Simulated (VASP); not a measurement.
Write the native input for VASP 6.6.1 that does the following.

| Quantity | Value |
| --- | --- |
| Task | single point |
| Functional | LDA |
| Potentials or basis | VASP PAW LDA potentials, release 64 (In_d, Sb) |
| Cutoff | 520 eV |
| k mesh | 12 × 12 × 12 |
| Occupations | gaussian, width 0.1 eV |
| Spin | no spin polarisation |
| Dipole correction | no |
| Further INCAR settings | ALGO = Normal; EDIFF = 1e-06; NBANDS = 16 |

The structure of InSb (lda) lies in POSCAR:

```
InSb
1.0
    0.0000000000      3.2249616414      3.2249616414
    3.2249616414      0.0000000000      3.2249616414
    3.2249616414      3.2249616414      0.0000000000
In Sb
1 1
Direct
    0.0000000000      0.0000000000      0.0000000000
    0.7500000000      0.7500000000      0.7500000000
```

These files were run (other wordings do the same):

INCAR

```
ALGO = Normal
EDIFF = 1E-6
ENCUT = 520
GGA = CA
ISIF = 2
ISMEAR = 0
LASPH = T
LCHARG = T
LELF = T
LREAL = F
LVHAR = T
LWAVE = F
NBANDS = 16
NELM = 80
PREC = Accurate
SIGMA = 0.1
```

KPOINTS

```
k-points
0
Gamma
  12 12 12
```

Potentials or basis: VASP PAW LDA potentials, release 64 (In_d, Sb).

Run with:

```sh
$ cat potpaw_LDA.64/In_d/POTCAR potpaw_LDA.64/Sb/POTCAR > POTCAR
$ mpirun -np 1 vasp_std > vasp.out
```

Results of the run:

```
Pressure               : 0.1 GPa
Band gap on the k mesh : zero (filled and empty bands touch)
```

Caveat: spin-orbit coupling is left out, which moves the levels of the heavy elements.

Wall time 54 s on 1 thread of Intel(R) Xeon(R) Platinum 8259CL CPU @ 2.50GHz (Skylake/Cascade Lake), with other jobs on the host, peak memory 0.22 GiB.
